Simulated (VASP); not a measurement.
# B4Ru (Cmmm) in VASP: further runs, part 2 of 2

VASP 6.6.1. The steps go on from the part before.

## 3. Relaxation of cell and atoms, PBE

Contents of INCAR:

```
SYSTEM = B4Ru
  ALGO = Normal
  EDIFF = 1E-6
  EDIFFG = -0.01
  ENCUT = 600
  GGA = PE
  IBRION = 2
  ISIF = 3
  ISMEAR = 0
  LASPH = .TRUE.
  LCHARG = .FALSE.
  LREAL = .FALSE.
  LWAVE = .FALSE.
  NELM = 60
  NSW = 100
  PREC = Accurate
  SIGMA = 0.1
```

Contents of KPOINTS:

```
k-points
0
G
  10 10 14
  0 0 0
```

Contents of POSCAR:

```
B4Ru
1.0
    2.3723192148     -3.2051680312      0.0000000000
    2.3723192148      3.2051680312      0.0000000000
    0.0000000000      0.0000000000      2.8341321385
B Ru
4 1
Direct
    0.8490967573      0.1509032427      0.5000000000
    0.1671863741      0.1671863741      0.0000000000
    0.8328136259      0.8328136259      0.0000000000
    0.1509032427      0.8490967573      0.5000000000
    0.5000000000      0.5000000000      0.5000000000
```

Potentials or basis: VASP PAW PBE potentials, release 64 (B, Ru_pv).

Run with:

```console
cat potpaw_PBE.64/B/POTCAR potpaw_PBE.64/Ru_pv/POTCAR > POTCAR
mpirun -np 1 vasp_std > vasp.out
```

OUTCAR:

```text
SYSTEM = B4Ru
   EDIFF = 1E-6
   EDIFFG = -0.01
   ENCUT = 600
   GGA = PE
   IBRION = 2
   ISIF = 3
   ISMEAR = 0
   LASPH = .TRUE.
   LREAL = .FALSE.
   NELM = 60
   NSW = 100
   PREC = Accurate

 ion  position               nearest neighbor table
   1  0.849  0.151  0.500-   2 1.89   3 1.89   2 1.89   3 1.89   4 1.93   5 2.24   5 2.56   5 2.56

   2  0.167  0.167  0.000-   3 1.59   1 1.89   4 1.89   1 1.89   4 1.89   5 2.12   5 2.12
   3  0.833  0.833  0.000-   2 1.59   1 1.89   4 1.89   1 1.89   4 1.89   5 2.12   5 2.12
   4  0.151  0.849  0.500-   2 1.89   3 1.89   2 1.89   3 1.89   1 1.93   5 2.24   5 2.56   5 2.56

   5  0.500  0.500  0.500-   2 2.12   3 2.12   2 2.12   3 2.12   1 2.24   4 2.24   4 2.56   1 2.56
                             4 2.56   1 2.56

  LATTYP: Found a base centered orthorhombic cell.
 ALAT       =     4.7446384296
 B/A-ratio  =     1.3510694561
 C/A-ratio  =     0.5973336389

  Lattice vectors:

 A1 = (   2.3723192148,  -3.2051680312,   0.0000000000)
 A2 = (   2.3723192148,   3.2051680312,   0.0000000000)
 A3 = (   0.0000000000,   0.0000000000,   2.8341321385)

Analysis of symmetry for initial positions (statically):
=====================================================================
 Subroutine PRICEL returns:
 Original cell was already a primitive cell.

 Routine SETGRP: Setting up the symmetry group for a
 base centered orthorhombic supercell.

 Subroutine GETGRP returns: Found  8 space group operations
 (whereof  8 operations were pure point group operations)
 out of a pool of  8 trial point group operations.

The static configuration has the point symmetry D_2h.

Analysis of symmetry for dynamics (positions and initial velocities):
=====================================================================
 Subroutine PRICEL returns:
 Original cell was already a primitive cell.

 Routine SETGRP: Setting up the symmetry group for a
 base centered orthorhombic supercell.

 Subroutine GETGRP returns: Found  8 space group operations
 (whereof  8 operations were pure point group operations)
 out of a pool of  8 trial point group operations.

The dynamic configuration has the point symmetry D_2h.

 Subroutine INISYM returns: Found  8 space group operations
 (whereof  8 operations are pure point group operations),
 and found     1 'primitive' translations

----------------------------------------------------------------------------------------

                                     Primitive cell

  volume of cell :      43.0997

  direct lattice vectors                    reciprocal lattice vectors
     2.372319215 -3.205168031  0.000000000     0.210764216 -0.155998062  0.000000000
     2.372319215  3.205168031  0.000000000     0.210764216  0.155998062  0.000000000
     0.000000000  0.000000000  2.834132138     0.000000000  0.000000000  0.352841699

  length of vectors
     3.987605869  3.987605869  2.834132138     0.262215465  0.262215465  0.352841699

  position of ions in fractional coordinates (direct lattice)
     0.849096757  0.150903243  0.500000000
     0.167186374  0.167186374  0.000000000
     0.832813626  0.832813626  0.000000000
     0.150903243  0.849096757  0.500000000
     0.500000000  0.500000000  0.500000000

  ion indices of the primitive-cell ions
[... 37 lines left out ...]
  0.200000 -0.000000  0.000000      4.000000
  0.300000  0.000000  0.000000      4.000000
  0.400000  0.000000  0.000000      4.000000
  0.500000  0.000000  0.000000      2.000000
[... 16 lines left out ...]
  0.300000  0.300000  0.000000      2.000000
  0.400000  0.300000  0.000000      4.000000
 [... further k-points ...]
   k-points           NKPTS =    248   k-points in BZ     NKDIM =    248   number of bands    NBANDS=     17
   number of dos      NEDOS =    301   number of ions     NIONS =      5
   total plane-waves  NPLWV =  24576
   dimension x,y,z NGX =    32 NGY =   32 NGZ =   24
   dimension x,y,z NGXF=    64 NGYF=   64 NGZF=   48
   ions per type =               4   1
   NGX,Y,Z   is equivalent  to a cutoff of  13.34, 13.34, 14.08 a.u.
   NGXF,Y,Z  is equivalent  to a cutoff of  26.68, 26.68, 28.16 a.u.
 SYSTEM =  B4Ru
   PREC   = accura    normal or accurate (medium, high low for compatibility)
   ISTART =      0    job   : 0-new  1-cont  2-samecut
   ICHARG =      2    charge: 1-file 2-atom 10-const
   ISPIN  =      1    spin polarized calculation?
   LNONCOLLINEAR =      F non collinear calculations
   LSORBIT =      F    spin-orbit coupling
   LASPH  =      T    aspherical Exc in radial PAW
   ENCUT  =  600.0 eV  44.10 Ry    6.64 a.u.   7.96  7.96  5.66*2*pi/ulx,y,z
   NELM   =     60;   NELMIN=  2; NELMDL= -5     # of ELM steps
   EDIFF  = 0.1E-05   stopping-criterion for ELM
   LREAL  =      F    real-space projection
   EDIFFG = -.1E-01   stopping-criterion for IOM
   NSW    =    100    number of steps for IOM
   IBRION =      2    ionic relax: 0-MD 1-quasi-New 2-CG
   NFREE  =      1    steps in history (QN), initial steepest desc. (CG)
   ISIF   =      3    stress and relaxation
   ISYM   =      2    0-nonsym 1-usesym 2-fastsym
   POTIM  = 0.5000    time-step for ionic-motion
   TEBEG  =    0.0;   TEEND  =   0.0 temperature during run
   PSTRESS=    0.0 pullay stress
   NELECT =      26.0000    total number of electrons
   NUPDOWN=      -1.0000    fix difference up-down
   EMIN   =  10.00;   EMAX   =-10.00  energy-range for DOS
   EFERMI =   0.00;   METHOD = LEGACY
   ISMEAR =     0;   SIGMA  =   0.10  broadening in eV -4-tet -1-fermi 0-gaus
   EFERMI_NEDOS =   21; number of points for ismear=-14 and -15
   IALGO  =     38    algorithm
   IMIX   =      4    mixing-type and parameters
     AMIX     =   0.40;   BMIX     =  1.00
     AMIX_MAG =   1.60;   BMIX_MAG =  1.00
  volume/ion in A,a.u.               =       8.62        58.17
  Fermi-wavevector in a.u.,A,eV,Ry     =   1.383273  2.614007 26.033994  1.913445
  Thomas-Fermi vector in A             =   2.507886
   LORBIT       =      0    0 simple, 1 ext, 2 COOP (PROOUT), +10 PAW based schemes
   GGA     = PE    functional components
   LHFCALC =     F    Hartree Fock is set to
   AEXX    =    0.0000 exact exchange contribution
   IVDW    =     0    specifies the selected vdW correction
   LEPSILON=     F    determine dielectric tensor
   LRPA    =     F    only Hartree local field effects (RPA)
 conjugate gradient relaxation of ions
 non-spin polarized calculation
 Gauss-broadening in eV      SIGMA  =   0.10
  energy-cutoff  :      600.00
  volume of cell :       43.10
 maximum number of plane-waves:      1458
   NGX = 15   NGY = 15   NGZ = 11

--------------------------------------- Ionic step        1  -------------------------------------------

 number of electron      26.0000001 magnetization

 Free energy of the ion-electron system (eV)
  ---------------------------------------------------
  ext. energy  EPLUGINS =         0.00000000
  ---------------------------------------------------
  free energy    TOTEN  =       -33.52319448 eV

  energy without entropy =      -33.51336762  energy(sigma->0) =      -33.51828105

------------------------ aborting loop because EDIFF is reached ----------------------------------------

  FORCE on cell =-STRESS in cart. coord.  units (eV):
  Direction    XX          YY          ZZ          XY          YZ          ZX
  --------------------------------------------------------------------------------------
  -------------------------------------------------------------------------------------
  Total       -0.1160039      0.1437402     -0.1610455      0.0000000      0.0000000      0.0000000
  in kB       -4.3123012      5.3433644     -5.9866662      0.0000000      0.0000000      0.0000000
  external PRESSURE =      -1.6518676 kB  Pullay stress =       0.0000000 kB
[... 182 lines left out ...]
--------------------------------------- Ionic step        6  -------------------------------------------

 number of electron      26.0000000 magnetization

 Free energy of the ion-electron system (eV)
  ---------------------------------------------------
  ext. energy  EPLUGINS =         0.00000000
  ---------------------------------------------------
  free energy    TOTEN  =       -33.52371624 eV

  energy without entropy =      -33.51415064  energy(sigma->0) =      -33.51893344

 E-fermi :   8.4056     XC(G=0): -12.4417

 val. band max:        8.4050624192   @ k =   0.0000   0.0000   0.5000
 cond. band min:       8.4081022637   @ k =   0.3000   0.1000   0.5000
 fundamental gap:      0.0030398445
 Fermi energy:         8.4055696922

 k-point     1 :       0.0000    0.0000    0.0000
  band No.  band energies     occupation
      1     -34.6894      2.00000
      2     -34.2297      2.00000
      3     -34.1201      2.00000
      4      -7.3449      2.00000
      5       1.5388      2.00000
      6       2.3066      2.00000
[... 457 lines left out ...]
      4      -6.5843      2.00000
      5      -0.9229      2.00000
      6      -0.3302      2.00000
[... 9 lines left out ...]
     16      12.2427      0.00000
     17      12.9145      0.00000

 [... further k-points ...]
[... 5 lines left out ...]
  --------------------------------------------------------------------------------------
  -------------------------------------------------------------------------------------
  Total       -0.0226412     -0.0204396     -0.0190675     -0.0000000      0.0000000      0.0000000
  in kB       -0.8416620     -0.7598211     -0.7088138     -0.0000000      0.0000000      0.0000000
  external PRESSURE =      -0.7700990 kB  Pullay stress =       0.0000000 kB
[... 20 lines left out ...]
  FREE ENERGIE OF THE ION-ELECTRON SYSTEM (eV)
  ---------------------------------------------------
  free  energy   TOTEN  =       -33.5237162413 eV

  energy  without entropy=      -33.5141506383  energy(sigma->0) =      -33.51893344

 reached required accuracy - stopping structural energy minimisation
```

OSZICAR:

```text
N       E                     dE             d eps       ncg     rms          rms(c)
DAV:   1     0.175298238348E+03    0.17530E+03   -0.15755E+04  8432   0.167E+03
DAV:   2    -0.291010454082E+02   -0.20440E+03   -0.20180E+03  9275   0.390E+02
DAV:   3    -0.369651878797E+02   -0.78641E+01   -0.76830E+01 11667   0.665E+01
DAV:   4    -0.370462637728E+02   -0.81076E-01   -0.80618E-01  9947   0.659E+00
[... 42 lines left out ...]
DAV:   1    -0.335238002557E+02   -0.97225E-04   -0.30166E-03  8494   0.514E-01    0.869E-02
DAV:   2    -0.335237729884E+02    0.27267E-04   -0.13068E-03 10579   0.280E-01    0.532E-02
DAV:   3    -0.335237192154E+02    0.53773E-04   -0.34319E-04 10122   0.132E-01    0.125E-02
DAV:   4    -0.335237164985E+02    0.27168E-05   -0.13117E-05 10439   0.298E-02    0.436E-03
DAV:   5    -0.335237162413E+02    0.25723E-06   -0.53306E-07  4486   0.571E-03
   6 F= -.33523716E+02 E0= -.33518933E+02  d E =-.133083E-04
```

CONTCAR:

```text
B4Ru
   1.00000000000000
     2.3713599210448417   -3.2105383940178407    0.0000000000000000
     2.3713599210448417    3.2105383940178407    0.0000000000000000
     0.0000000000000000    0.0000000000000000    2.8305263371912655
  B               Ru
     4     1
Direct
     0.8484714767258988    0.1515285232741012    0.5000000000000000
     0.1668577005690935    0.1668577005690935    1.0000000000000000
     0.8331422994309065    0.8331422994309065    0.0000000000000000
     0.1515285232741012    0.8484714767258988    0.5000000000000000
     0.5000000000000000    0.5000000000000000    0.5000000000000000

  0.00000000E+00  0.00000000E+00  0.00000000E+00
  0.00000000E+00  0.00000000E+00  0.00000000E+00
  0.00000000E+00  0.00000000E+00  0.00000000E+00
  0.00000000E+00  0.00000000E+00  0.00000000E+00
  0.00000000E+00  0.00000000E+00  0.00000000E+00
```

Run time: 9.2 min. Hardware: 1 thread of Intel Xeon 6975P-C, shared host; peak memory 0.34 GiB.

What came out:

```yaml
Free_energy: -33.5237 eV
Energy_gained_by_relaxing: 0.1 meV/atom
Ionic_steps: 6
Pressure_after_relaxing: -0.1 GPa
Largest_force_after_relaxing: 0.003 eV/Å
Band_gap_on_the_k_mesh: zero (band 13 reaches 8.95 eV, above the bottom of band 14 at 7.74 eV)
```

Forces in eV/Å, atoms in the order of the input:
```
B    0.000 -0.001  0.000
B    0.003  0.000  0.000
B   -0.003  0.000  0.000
B    0.000  0.001  0.000
Ru   0.000  0.000  0.000
```

The path:
```csv
step,energy change (eV),largest force (eV/Å),pressure (GPa),volume (Å³)
1,0.0000,0.0657,-0.17,43.10
2,-0.0002,0.1113,0.29,43.04
3,-0.0004,0.0413,0.12,43.07
4,-0.0005,0.0225,0.03,43.09
5,-0.0005,0.0120,0.05,43.08
6,-0.0005,0.0031,-0.08,43.10
```

Final structure:
```
B Ru
1.0
     2.37136   -3.21054    0.00000
     2.37136    3.21054    0.00000
     0.00000    0.00000    2.83053
B Ru
4 1
Direct
  0.84847 0.15153 0.50000
  0.16686 0.16686 0.00000
  0.83314 0.83314 0.00000
  0.15153 0.84847 0.50000
  0.50000 0.50000 0.50000
```

Levels at points of the mesh, in eV from the Fermi level:
```csv
k point,band 11,band 12,band 13,band 14,band 15,band 16
"(0.00, 0.00, 0.00)",-2.63,-2.59,-0.30,1.18,2.74,3.83
"(0.50, 0.00, 0.00)",-0.74,-0.56,-0.30,0.57,1.28,3.68
"(0.50, 0.50, 0.00)",-2.72,-2.34,-0.89,2.89,3.16,4.40
"(0.00, 0.00, 0.50)",-2.80,-2.45,-0.81,0.00,1.52,2.70
"(0.50, 0.00, 0.50)",-3.08,-1.85,-1.61,1.78,2.93,3.91
"(0.50, 0.50, 0.50)",-1.95,-1.60,-0.61,0.11,3.65,4.50
```
